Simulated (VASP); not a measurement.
# ScAl3N4 (sol2) (Cm) in VASP: further runs, part 2 of 2

VASP 6.6.1. The steps go on from the part before.

**3. Single point, PBEsol (strained cell)**

The input, INCAR:

```
SYSTEM = ScAl3N4
PREC = Accurate
ENCUT = 600
EDIFF = 1E-6
ISMEAR = 0
SIGMA = 0.02
LREAL = .FALSE.
LASPH = .TRUE.
NELM = 120
ALGO = Normal
ISIF = 2
LWAVE = .FALSE.
LCHARG = .FALSE.
GGA = PS
NBANDS = 30
GGA_COMPAT = .FALSE.
```

The input, KPOINTS:

```
Automatic mesh
0
G
  8 6 8
  0 0 0
```

The input, POSCAR:

```
ScAl3N4
1.0
   -3.0995184871      0.0000000000      0.0000000000
    0.0000000000      5.4132373836     -0.0023017284
    1.5497592435     -2.7046682926     -5.2060886494
Sc Al N
1 3 4
Direct
   -0.0028010058      0.3265917937     -0.0056020116
    0.5000963274      0.8363438428      0.0001926547
    0.7519184254      0.4182061026      0.5038368508
    0.2428989898      0.9107469050      0.4857979795
    0.7990273927      0.1297566997      0.5980547853
    0.3122751258      0.6500021619      0.6245502517
    0.5721004179      0.2221662139      0.1442008357
    0.0604843270      0.7421862807      0.1209686539
```

Potentials or basis: VASP PAW PBE potentials, release 64 (Sc_sv, Al, N).

Started as:

```
$ cat potpaw_PBE.64/Sc_sv/POTCAR potpaw_PBE.64/Al/POTCAR potpaw_PBE.64/N/POTCAR > POTCAR
$ mpirun -np 1 vasp_std > vasp.out
```

OUTCAR:

```text
SYSTEM = ScAl3N4
   PREC = Accurate
   ENCUT = 600
   EDIFF = 1E-6
   ISMEAR = 0
   LREAL = .FALSE.
   LASPH = .TRUE.
   NELM = 120
   ISIF = 2
   GGA = PS

 ion  position               nearest neighbor table
   1  0.997  0.327  0.994-   7 1.99   7 1.99   8 2.02   5 2.06   2 3.09   2 3.09   3 3.14   4 3.15
                             2 3.15   2 3.15   4 3.19   4 3.19   3 3.20   3 3.20
   2  0.500  0.836  0.000-   7 1.86   8 1.87   8 1.87   6 1.96   1 3.09   1 3.09   4 3.10   4 3.10
                             1 3.15   1 3.15   3 3.15   3 3.15   3 3.17   4 3.22
   3  0.752  0.418  0.504-   7 1.87   5 1.88   6 1.91   6 1.91   4 3.11   4 3.11   4 3.13   4 3.13
                             1 3.14   2 3.15   2 3.15   2 3.17   1 3.20   1 3.20
   4  0.243  0.911  0.486-   5 1.88   5 1.88   8 1.90   6 1.93   2 3.10   2 3.10   3 3.11   3 3.11
                             3 3.13   3 3.13   1 3.15   1 3.19   1 3.19   2 3.22
   5  0.799  0.130  0.598-   4 1.88   4 1.88   3 1.88   1 2.06
   6  0.312  0.650  0.625-   3 1.91   3 1.91   4 1.93   2 1.96
   7  0.572  0.222  0.144-   2 1.86   3 1.87   1 1.99   1 1.99
   8  0.060  0.742  0.121-   2 1.87   2 1.87   4 1.90   1 2.02

  LATTYP: Found a base centered monoclinic cell.
 ALAT       =    11.7334717110
 B/A-ratio  =     0.2641603920
 C/A-ratio  =     0.4613500596
 COS(beta)  =    -0.4606402038

  Lattice vectors:

 A1 = (   1.5497592435,  -2.7046682926,  -5.2060886494)
 A2 = (  -1.5497592436,  -2.7046682926,  -5.2060886494)
 A3 = (   0.0000000000,   5.4132373836,  -0.0023017284)

Analysis of symmetry for initial positions (statically):
=====================================================================
 Subroutine PRICEL returns:
 Original cell was already a primitive cell.

 Routine SETGRP: Setting up the symmetry group for a
 base centered monoclinic supercell.

 Subroutine GETGRP returns: Found  2 space group operations
 (whereof  2 operations were pure point group operations)
 out of a pool of  4 trial point group operations.

The static configuration has the point symmetry C_1h.

Analysis of symmetry for dynamics (positions and initial velocities):
=====================================================================
 Subroutine PRICEL returns:
 Original cell was already a primitive cell.

 Routine SETGRP: Setting up the symmetry group for a
 base centered monoclinic supercell.

 Subroutine GETGRP returns: Found  2 space group operations
 (whereof  2 operations were pure point group operations)
 out of a pool of  4 trial point group operations.

The dynamic configuration has the point symmetry C_1h.

 Subroutine INISYM returns: Found  2 space group operations
 (whereof  2 operations are pure point group operations),
 and found     1 'primitive' translations

----------------------------------------------------------------------------------------

                                     Primitive cell

  volume of cell :      87.3693

  direct lattice vectors                    reciprocal lattice vectors
    -3.099518487  0.000000000  0.000000000    -0.322630758 -0.000040828 -0.096020181
     0.000000000  5.413237384 -0.002301728     0.000000000  0.184691540 -0.095950988
     1.549759244 -2.704668293 -5.206088649     0.000000000 -0.000081656 -0.192040362

  length of vectors
     3.099518487  5.413237873  6.067976871     0.336616225  0.208128703  0.192040379

  position of ions in fractional coordinates (direct lattice)
     0.997198994  0.326591794  0.994397988
     0.500096327  0.836343843  0.000192655
     0.751918425  0.418206103  0.503836851
     0.242898990  0.910746905  0.485797979
[... 66 lines left out ...]
  0.125000  0.500000  0.000000      4.000000
  0.250000  0.500000  0.000000      4.000000
 [... further k-points ...]
   k-points           NKPTS =    114   k-points in BZ     NKDIM =    114   number of bands    NBANDS=     30
   number of dos      NEDOS =    301   number of ions     NIONS =      8
   total plane-waves  NPLWV =  64512
   dimension x,y,z NGX =    28 NGY =   48 NGZ =   48
   dimension x,y,z NGXF=    56 NGYF=   96 NGZF=   96
   ions per type =               1   3   4
   NGX,Y,Z   is equivalent  to a cutoff of  15.02, 14.74, 13.15 a.u.
   NGXF,Y,Z  is equivalent  to a cutoff of  30.04, 29.48, 26.30 a.u.
 SYSTEM =  ScAl3N4
   PREC   = accura    normal or accurate (medium, high low for compatibility)
   ISTART =      0    job   : 0-new  1-cont  2-samecut
   ICHARG =      2    charge: 1-file 2-atom 10-const
   ISPIN  =      1    spin polarized calculation?
   LNONCOLLINEAR =      F non collinear calculations
   LSORBIT =      F    spin-orbit coupling
   LASPH  =      T    aspherical Exc in radial PAW
   ENCUT  =  600.0 eV  44.10 Ry    6.64 a.u.   6.19 10.81 12.12*2*pi/ulx,y,z
   NELM   =    120;   NELMIN=  2; NELMDL= -5     # of ELM steps
   EDIFF  = 0.1E-05   stopping-criterion for ELM
   LREAL  =      F    real-space projection
   EDIFFG = 0.1E-04   stopping-criterion for IOM
   NSW    =      0    number of steps for IOM
   IBRION =     -1    ionic relax: 0-MD 1-quasi-New 2-CG
   NFREE  =      0    steps in history (QN), initial steepest desc. (CG)
   ISIF   =      2    stress and relaxation
   ISYM   =      2    0-nonsym 1-usesym 2-fastsym
   POTIM  = 0.5000    time-step for ionic-motion
   TEBEG  =    0.0;   TEEND  =   0.0 temperature during run
   PSTRESS=    0.0 pullay stress
   NELECT =      40.0000    total number of electrons
   NUPDOWN=      -1.0000    fix difference up-down
   EMIN   =  10.00;   EMAX   =-10.00  energy-range for DOS
   EFERMI =   0.00;   METHOD = LEGACY
   ISMEAR =     0;   SIGMA  =   0.02  broadening in eV -4-tet -1-fermi 0-gaus
   EFERMI_NEDOS =   21; number of points for ismear=-14 and -15
   IALGO  =     38    algorithm
   IMIX   =      4    mixing-type and parameters
     AMIX     =   0.40;   BMIX     =  1.00
     AMIX_MAG =   1.60;   BMIX_MAG =  1.00
  volume/ion in A,a.u.               =      10.92        73.70
  Fermi-wavevector in a.u.,A,eV,Ry     =   1.261756  2.384372 21.660844  1.592027
  Thomas-Fermi vector in A             =   2.395199
   LORBIT       =      0    0 simple, 1 ext, 2 COOP (PROOUT), +10 PAW based schemes
   GGA     = PS    functional components
   LHFCALC =     F    Hartree Fock is set to
   AEXX    =    0.0000 exact exchange contribution
   IVDW    =     0    specifies the selected vdW correction
   LEPSILON=     F    determine dielectric tensor
   LRPA    =     F    only Hartree local field effects (RPA)
 non-spin polarized calculation
 Gauss-broadening in eV      SIGMA  =   0.02
  energy-cutoff  :      600.00
  volume of cell :       87.37
 maximum number of plane-waves:      2941
 NGX is ok and might be reduce to    28
   NGX = 13   NGY = 21   NGZ = 25

 number of electron      39.9999999 magnetization

 Free energy of the ion-electron system (eV)
  ---------------------------------------------------
  ext. energy  EPLUGINS =         0.00000000
  ---------------------------------------------------
  free energy    TOTEN  =       -64.82964737 eV

  energy without entropy =      -64.82964737  energy(sigma->0) =      -64.82964737

 E-fermi :   5.3402     XC(G=0): -11.1936

 val. band max:        5.2496444719   @ k =   0.0000   0.5000   0.5000
 cond. band min:       9.2219645930   @ k =   0.0000   0.0000   0.0000
 fundamental gap:      3.9723201211
 Fermi energy:         5.3402428412

 k-point     1 :       0.0000    0.0000    0.0000
  band No.  band energies     occupation
      1     -40.8934      2.00000
      2     -19.8820      2.00000
      3     -19.8293      2.00000
      4     -19.6076      2.00000
      5      -9.2452      2.00000
      6      -7.4115      2.00000
[... 781 lines left out ...]
     29      14.0870      0.00000
     30      15.2699      0.00000

 [... further k-points ...]
[... 5 lines left out ...]
  --------------------------------------------------------------------------------------
  -------------------------------------------------------------------------------------
  Total        7.0152684      6.1870268      0.0785352      0.0000000      0.2084449      0.0000000
  in kB      128.6459395    113.4576521      1.4401780      0.0000000      3.8224617      0.0000000
  external PRESSURE =      81.1812565 kB  Pullay stress =       0.0000000 kB

 VOLUME and BASIS-vectors are now :
 -----------------------------------------------------------------------------
  energy-cutoff  :      600.00
  volume of cell :       87.37
      direct lattice vectors                 reciprocal lattice vectors
    -3.099518487  0.000000000  0.000000000    -0.322630758 -0.000040828 -0.096020181
     0.000000000  5.413237384 -0.002301728     0.000000000  0.184691540 -0.095950988
     1.549759244 -2.704668293 -5.206088649     0.000000000 -0.000081656 -0.192040362

 POSITION                                       TOTAL-FORCE (eV/Angst)
 -----------------------------------------------------------------------------------
     -1.54976     -0.92160     -5.17768         0.000000      0.014459      0.024658
     -1.54976      4.52681     -0.00293         0.000000     -0.004949      0.008860
     -1.54976      0.90114     -2.62398        -0.000000      0.002106     -0.005020
     -0.00000      3.61617     -2.53120        -0.000000     -0.002728     -0.000682
     -1.54976     -0.91514     -3.11382         0.000000     -0.001536      0.043722
      0.00000      1.82941     -3.25296        -0.000000      0.001555     -0.003970
     -1.54976      0.81262     -0.75123        -0.000000     -0.054594     -0.048710
     -0.00000      3.69045     -0.63148        -0.000000      0.045688     -0.018858
 -----------------------------------------------------------------------------------
    total drift:                               -0.000005     -0.000153      0.000483

  FREE ENERGIE OF THE ION-ELECTRON SYSTEM (eV)
  ---------------------------------------------------
  free  energy   TOTEN  =       -64.8296473675 eV

  energy  without entropy=      -64.8296473675  energy(sigma->0) =      -64.82964737
```

Wall time 8.6 min (1 thread of AMD EPYC 9R45 (Zen 5), shared host); peak memory 0.44 GiB.

Results:

| Quantity | Value |
| --- | --- |
| Free energy | -64.8296 eV |
| Pressure | 8.1 GPa |
| Largest force | 0.073 eV/Å |
| Band gap on the k mesh | 3.97 eV, indirect (least direct gap 4.08 eV) |

Forces on the atoms (eV/Å):
```
Sc   0.000  0.014  0.025
Al   0.000 -0.005  0.009
Al   0.000  0.002 -0.005
Al   0.000 -0.003 -0.001
N    0.000 -0.002  0.044
N    0.000  0.002 -0.004
N    0.000 -0.055 -0.049
N    0.000  0.046 -0.019
```

Caveat: the cell differs from its parent crystal (strained cell); the PAW data sets were made with another functional, which shifts forces and pressure a little. A k mesh can miss the band edges.

**4. Single point, PBEsol (strained cell)**

The input, INCAR:

```
PREC = Accurate
ENCUT = 600
EDIFF = 1E-6
ISMEAR = 0
SIGMA = 0.02
LREAL = False
LASPH = True
NELM = 120
ALGO = Normal
ISIF = 2
LWAVE = False
LCHARG = True
GGA = PS
LELF = True
LVHAR = True
NBANDS = 30
GGA_COMPAT = False
```

The input, KPOINTS:

```
regular mesh
0
Gamma
  8 6 8
```

The input, POSCAR:

```
ScAl3N4
1.0
   -3.0995184871      0.0000000000      0.0000000000
    0.0000000000      5.4132373836     -0.0023349435
    1.5497592435     -2.7046682926     -5.2812152138
Sc Al N
1 3 4
Direct
   -0.0041538317      0.3251652814     -0.0083076635
    0.5003622889      0.8365531422      0.0007245779
    0.7512989084      0.4178399018      0.5025978168
    0.2424710849      0.9100182423      0.4849421698
    0.7989188960      0.1297493299      0.5978377921
    0.3132461294      0.6507873982      0.6264922588
    0.5725757744      0.2237898605      0.1451515488
    0.0612807497      0.7420968440      0.1225614994
```

Started as:

```
$ cat potpaw_PBE.64/Sc_sv/POTCAR potpaw_PBE.64/Al/POTCAR potpaw_PBE.64/N/POTCAR > POTCAR
$ mpirun -np 1 vasp_std > vasp.out
```

Wall time 9.3 min (1 thread of AMD EPYC 9R45 (Zen 5), shared host); peak memory 0.44 GiB.

The run converged. Its results:

```yaml
Free_energy: -64.8136 eV
Pressure: 5.2 GPa
Largest_force: 0.070 eV/Å
Band_gap_on_the_k_mesh: 3.83 eV, indirect (least direct gap 3.93 eV)
```

Forces in eV/Å, atoms in the order of the input:
```
Sc   0.000  0.012  0.025
Al   0.000 -0.004  0.010
Al   0.000  0.002 -0.004
Al   0.000 -0.003  0.000
N    0.000  0.000  0.043
N    0.000  0.000 -0.005
N    0.000 -0.051 -0.049
N    0.000  0.043 -0.020
```

Stress tensor (GPa, compression positive):
```
11.05  0.00  0.00
 0.00  9.21  0.44
 0.00  0.44 -4.73
```

Levels at points of the mesh, in eV from the valence-band top:
```tsv
k point	band 16	band 17	band 18	band 19	band 20	band 21	band 22	band 23	band 24	band 25
(0.00, 0.00, 0.00)	-0.63	-0.52	-0.42	-0.22	-0.11	3.83	4.16	4.52	5.46	5.78
(0.50, 0.00, 0.00)	-1.90	-1.42	-1.02	-0.46	-0.13	4.29	4.69	5.12	5.87	6.44
(0.00, 0.50, 0.00)	-0.96	-0.75	-0.54	-0.44	-0.08	4.62	5.36	5.76	5.94	6.20
(0.50, 0.50, 0.00)	-1.51	-1.33	-0.87	-0.25	-0.11	4.19	4.36	4.68	4.90	6.49
(0.00, 0.00, 0.50)	-0.69	-0.62	-0.62	-0.21	-0.11	4.10	4.75	5.78	5.93	6.62
(0.00, 0.50, 0.50)	-1.14	-0.83	-0.68	-0.08	0.00	4.65	4.98	5.56	5.87	6.38
```

Caveat: the cell differs from its parent crystal (strained cell); the PAW data sets were made with another functional, which shifts forces and pressure a little.

**5. Summary**

```csv
cell,gap on the mesh (eV),pressure (GPa),largest force (eV/Å)
"a = 3.100, b = 5.413, c = 6.013 Å, angles 116.7, 104.9, 90.0°, 8 atoms",4.07,10.8,0.07
"a = 3.100, b = 5.413, c = 6.068 Å, angles 116.4, 104.8, 90.0°, 8 atoms",3.97,8.1,0.07
"a = 3.100, b = 5.413, c = 6.133 Å, angles 116.1, 104.6, 90.0°, 8 atoms",3.83,5.2,0.07
```

Alike in all rows: task single point; level PBEsol; potentials or basis VASP PAW PBE potentials, release 64 (Sc_sv, Al, N); no spin polarisation; k mesh 8 × 6 × 8; cutoff (eV) 600; smearing gaussian 0.02 eV.

Caveats: the PAW data sets were made with another functional, which shifts forces and pressure a little.

Absolute energies hang on the potentials; compare differences alone.
